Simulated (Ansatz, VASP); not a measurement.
**LiF: VASP beside Ansatz**

```
CELL_PARAMETERS angstrom
0.00000 2.04482 2.04482
2.04482 0.00000 2.04482
2.04482 2.04482 0.00000
ATOMIC_POSITIONS crystal
Li 0.00000 0.00000 0.00000
F 0.50000 0.50000 0.50000
```

Alike in both runs: task single point; functional HSE06; k mesh 6 × 6 × 6; occupations gaussian, width 0.02 eV; no spin polarisation.

```csv
,VASP,Ansatz
version,VASP 6.6.1,Ansatz 0.2.0
potentials or method,"VASP PAW PBE potentials, release 64 (Li_sv, F), cutoff 520 eV","scalar-relativistic, plane waves, PAW"
valence electrons in the cell,10,10
```

VASP gave:

```
gap on the k mesh at the Fermi level (eV) : 10.96
least direct gap on the mesh (eV)         : 10.96
```

**Question.** What did Ansatz give for the same quantities?

**Answer.** gap on the k mesh at the Fermi level (eV): 10.97; least direct gap on the mesh (eV): 10.97.

Ansatz's warnings: stress exchange threshold loose, stress scf threshold loose.

The k mesh is coarse, so the values compare programs but aren't converged. Noted on VASP's run: the cutoff is short for stress, so the pressure is rough.
